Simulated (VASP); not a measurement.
# MgF2 (P4_2/mnm) in VASP: a series of runs, part 2 of 2

VASP 6.6.1.

## Step 5: Single point, PBE (strain +1.0%)

The input, INCAR:

```
SYSTEM = MgF2
ALGO = Normal
EDIFF = 1E-6
ENCUT = 600
GGA = PE
GGA_COMPAT = .FALSE.
ISIF = 2
ISMEAR = -1
LASPH = .TRUE.
LCHARG = .FALSE.
LREAL = .FALSE.
LWAVE = .FALSE.
NBANDS = 25
NELM = 120
PREC = Accurate
SIGMA = 0.02
```

The input, KPOINTS:

```
k-points
0
G
  6 6 8
  0 0 0
```

The input, POSCAR:

```
MgF2
1.0
    4.6682361545      0.0000000000      0.0000000000
    0.0000000000      4.6682361545      0.0000000000
    0.0000000000      0.0000000000      3.0765728771
Mg F
2 4
Direct
    0.0000000000      0.0000000000      0.0000000000
    0.5000000000      0.5000000000      0.5000000000
    0.3035913716      0.3035913716      0.0000000000
    0.1964086284      0.8035913716      0.5000000000
    0.8035913716      0.1964086284      0.5000000000
    0.6964086284      0.6964086284      0.0000000000
```

Potentials or basis: VASP PAW PBE potentials, release 64 (Mg, F).

Launch:

```
$ cat potpaw_PBE.64/Mg/POTCAR potpaw_PBE.64/F/POTCAR > POTCAR
$ mpirun -np 1 vasp_std > vasp.out
```

OUTCAR:

```text
SYSTEM = MgF2
   EDIFF = 1E-6
   ENCUT = 600
   GGA = PE
   ISIF = 2
   ISMEAR = -1
   LASPH = .TRUE.
   LREAL = .FALSE.
   NELM = 120
   PREC = Accurate

 ion  position               nearest neighbor table
   1  0.000  0.000  0.000-   3 2.00   6 2.00   5 2.01   4 2.01   4 2.01   5 2.01   2 3.64   2 3.64
                             2 3.64   2 3.64   2 3.64   2 3.64   2 3.64   2 3.64
   2  0.500  0.500  0.500-   4 2.00   5 2.00   3 2.01   6 2.01   3 2.01   6 2.01   1 3.64   1 3.64
                             1 3.64   1 3.64   1 3.64   1 3.64   1 3.64   1 3.64
   3  0.304  0.304  0.000-   1 2.00   2 2.01   2 2.01
   4  0.196  0.804  0.500-   2 2.00   1 2.01   1 2.01
   5  0.804  0.196  0.500-   2 2.00   1 2.01   1 2.01
   6  0.696  0.696  0.000-   1 2.00   2 2.01   2 2.01

  LATTYP: Found a simple tetragonal cell.
 ALAT       =     4.6682361545
 C/A-ratio  =     0.6590439676

  Lattice vectors:

 A1 = (   4.6682361545,   0.0000000000,   0.0000000000)
 A2 = (   0.0000000000,   4.6682361545,   0.0000000000)
 A3 = (   0.0000000000,   0.0000000000,   3.0765728771)

Analysis of symmetry for initial positions (statically):
=====================================================================
 Subroutine PRICEL returns:
 Original cell was already a primitive cell.

 Routine SETGRP: Setting up the symmetry group for a
 simple tetragonal supercell.

 Subroutine GETGRP returns: Found 16 space group operations
 (whereof  8 operations were pure point group operations)
 out of a pool of 16 trial point group operations.

The static configuration has the point symmetry D_2h.
 The point group associated with its full space group is D_4h.

Analysis of symmetry for dynamics (positions and initial velocities):
=====================================================================
 Subroutine PRICEL returns:
 Original cell was already a primitive cell.

 Routine SETGRP: Setting up the symmetry group for a
 simple tetragonal supercell.

 Subroutine GETGRP returns: Found 16 space group operations
 (whereof  8 operations were pure point group operations)
 out of a pool of 16 trial point group operations.
[... 134 lines left out ...]
   LORBIT       =      0    0 simple, 1 ext, 2 COOP (PROOUT), +10 PAW based schemes
   GGA     = PE    functional components
   LHFCALC =     F    Hartree Fock is set to
   AEXX    =    0.0000 exact exchange contribution
   IVDW    =     0    specifies the selected vdW correction
   LEPSILON=     F    determine dielectric tensor
   LRPA    =     F    only Hartree local field effects (RPA)
 non-spin polarized calculation
  energy-cutoff  :      600.00
  volume of cell :       67.05
 maximum number of plane-waves:      2268
 NGX is ok and might be reduce to    40
   NGX = 19   NGY = 19   NGZ = 13

 number of electron      31.9999999 magnetization

 Free energy of the ion-electron system (eV)
  ---------------------------------------------------
  ext. energy  EPLUGINS =         0.00000000
  ---------------------------------------------------
  free energy    TOTEN  =       -31.54976226 eV

  energy without entropy =      -31.54976226  energy(sigma->0) =      -31.54976226

 E-fermi :  -0.9748     XC(G=0):  -9.6018

 val. band max:       -1.3750814791   @ k =   0.0000   0.0000   0.0000
 cond. band min:       5.5411943266   @ k =   0.0000   0.0000   0.0000
 fundamental gap:      6.9162758056
 Fermi energy:        -0.9747860077

 k-point     1 :       0.0000    0.0000    0.0000
  band No.  band energies     occupation
      1     -22.0249      2.00000
      2     -21.2693      2.00000
      3     -21.2693      2.00000
      4     -21.1877      2.00000
      5      -5.3475      2.00000
      6      -3.7613      2.00000
[... 661 lines left out ...]
     24      14.5229      0.00000
     25      16.1577      0.00000

 [... further k-points ...]

------------------------ aborting loop because EDIFF is reached ----------------------------------------

  FORCE on cell =-STRESS in cart. coord.  units (eV):
  Direction    XX          YY          ZZ          XY          YZ          ZX
  --------------------------------------------------------------------------------------
  -------------------------------------------------------------------------------------
  Total        0.2972758      0.2972758      0.3162542     -0.0000000      0.0000000      0.0000000
  in kB        7.1039064      7.1039064      7.5574285     -0.0000000      0.0000000      0.0000000
  external PRESSURE =       7.2550804 kB  Pullay stress =       0.0000000 kB

 VOLUME and BASIS-vectors are now :
 -----------------------------------------------------------------------------
  energy-cutoff  :      600.00
  volume of cell :       67.05
      direct lattice vectors                 reciprocal lattice vectors
     4.668236154  0.000000000  0.000000000     0.214213670  0.000000000  0.000000000
     0.000000000  4.668236154  0.000000000     0.000000000  0.214213670  0.000000000
     0.000000000  0.000000000  3.076572877     0.000000000  0.000000000  0.325036994

 POSITION                                       TOTAL-FORCE (eV/Angst)
 -----------------------------------------------------------------------------------
      0.00000      0.00000      0.00000         0.000000      0.000000      0.000000
      2.33412      2.33412      1.53829         0.000000      0.000000      0.000000
      1.41724      1.41724      0.00000        -0.018856     -0.018856      0.000000
      0.91688      3.75135      1.53829         0.018856     -0.018856      0.000000
      3.75135      0.91688      1.53829        -0.018856      0.018856      0.000000
      3.25100      3.25100      0.00000         0.018856      0.018856     -0.000000
 -----------------------------------------------------------------------------------
    total drift:                                0.000000     -0.000000     -0.000000

  FREE ENERGIE OF THE ION-ELECTRON SYSTEM (eV)
  ---------------------------------------------------
  free  energy   TOTEN  =       -31.5497622625 eV

  energy  without entropy=      -31.5497622625  energy(sigma->0) =      -31.54976226
```

stdout:

```text
POSCAR found type information on POSCAR MgF
 POSCAR found :  2 types and       6 ions
 scaLAPACK will be used
 LDA part: xc-table for (Slater+PW92), standard interpolation
 POSCAR, INCAR and KPOINTS ok, starting setup
 FFT: planning ... GRIDC
 FFT: planning ... GRID_SOFT
 FFT: planning ... GRID
 WAVECAR not read
 entering main loop
```

Wall time 1.7 min (1 thread of Oxide Virtual Turin-like, shared host); peak memory 0.21 GiB.

Results:

```
Free energy            : -31.5498 eV
Pressure               : 0.7 GPa
Largest force          : 0.027 eV/Å
Band gap on the k mesh : 6.92 eV
```

Forces in eV/Å, atoms in the order of the input:
```
Mg   0.000  0.000  0.000
Mg   0.000  0.000  0.000
F   -0.019 -0.019  0.000
F    0.019 -0.019  0.000
F   -0.019  0.019  0.000
F    0.019  0.019  0.000
```

Caveat: the cell differs from its parent crystal (strain +1.0%); the structure was generated, so it needn't be the stable form of MgF2.

## Step 6: Single point, PBE (strain +2.0%)

The input, INCAR:

```
PREC = Accurate
ENCUT = 600
EDIFF = 1E-6
ISMEAR = -1
SIGMA = 0.02
LREAL = False
LASPH = True
NELM = 120
ALGO = Normal
ISIF = 2
LWAVE = False
LCHARG = True
GGA = PE
LELF = True
LVHAR = True
NBANDS = 25
GGA_COMPAT = False
```

The input, KPOINTS:

```
regular mesh
0
Gamma
  6 6 8
```

The input, POSCAR:

```
MgF2
1.0
    4.7144563145      0.0000000000      0.0000000000
    0.0000000000      4.7144563145      0.0000000000
    0.0000000000      0.0000000000      3.1070339947
Mg F
2 4
Direct
    0.0000000000      0.0000000000      0.0000000000
    0.5000000000      0.5000000000      0.5000000000
    0.3043223172      0.3043223172      0.0000000000
    0.1956776828      0.8043223172      0.5000000000
    0.8043223172      0.1956776828      0.5000000000
    0.6956776828      0.6956776828      0.0000000000
```

Potentials or basis: VASP PAW PBE potentials, release 64 (Mg, F).

Launch:

```
$ cat potpaw_PBE.64/Mg/POTCAR potpaw_PBE.64/F/POTCAR > POTCAR
$ mpirun -np 1 vasp_std > vasp.out
```

Run time: 1.8 min. Hardware: 1 thread of Oxide Virtual Turin-like, shared host; peak memory 0.21 GiB.

Results (log left out):

```
Free energy            : -31.5479 eV
Pressure               : -2.0 GPa
Largest force          : 0.027 eV/Å
Band gap on the k mesh : 6.72 eV
```

Forces on the atoms (eV/Å):
```
Mg   0.000  0.000  0.000
Mg   0.000  0.000  0.000
F   -0.019 -0.019  0.000
F    0.019 -0.019  0.000
F   -0.019  0.019  0.000
F    0.019  0.019  0.000
```

Stress tensor (GPa, compression positive):
```
-1.86  0.00  0.00
 0.00 -1.86  0.00
 0.00  0.00 -2.22
```

Levels at points of the mesh, in eV from the valence-band top:
| k point | band 14 | band 15 | band 16 | band 17 | band 18 | band 19 |
| --- | --- | --- | --- | --- | --- | --- |
| (0.00, 0.00, 0.00) | -0.31 | -0.31 | 0.00 | 6.72 | 11.88 | 11.88 |
| (0.50, 0.00, 0.00) | -0.94 | -0.35 | -0.35 | 9.07 | 9.07 | 13.09 |
| (0.50, 0.50, 0.00) | -0.88 | -0.70 | -0.70 | 10.63 | 10.63 | 10.91 |
| (0.00, 0.00, 0.50) | -1.03 | -0.79 | -0.79 | 11.37 | 11.37 | 14.57 |
| (0.50, 0.00, 0.50) | -0.69 | -0.61 | -0.61 | 12.33 | 12.33 | 12.88 |
| (0.50, 0.50, 0.50) | -0.55 | -0.46 | -0.46 | 12.71 | 12.71 | 13.00 |

Caveat: the cell differs from its parent crystal (strain +2.0%); the structure was generated, so it needn't be the stable form of MgF2. A k mesh can miss the band edges.

## Step 7: Overview

```csv
cell,gap on the mesh (eV),pressure (GPa),largest force (eV/Å)
"a = 4.530, b = 4.530, c = 2.985 Å, 6 atoms, atomic positions A",7.55,11.5,0.02
"a = 4.576, b = 4.576, c = 3.016 Å, 6 atoms, atomic positions B",7.33,7.4,0.02
"a = 4.622, b = 4.622, c = 3.046 Å, 6 atoms, atomic positions C",7.12,3.9,0.03
"a = 4.668, b = 4.668, c = 3.077 Å, 6 atoms, atomic positions D",6.92,0.7,0.03
"a = 4.714, b = 4.714, c = 3.107 Å, 6 atoms, atomic positions E",6.72,-2.0,0.03
```

Alike in all rows: task single point; level PBE; potentials or basis VASP PAW PBE potentials, release 64 (Mg, F); no spin polarisation; k mesh 6 × 6 × 8; cutoff (eV) 600; smearing fermi-dirac 0.02 eV.

Caveats: the structure was generated, so it needn't be the stable form of MgF2; the cell stands under pressure (at least some runs).

Absolute energies hang on the potentials; compare differences alone.
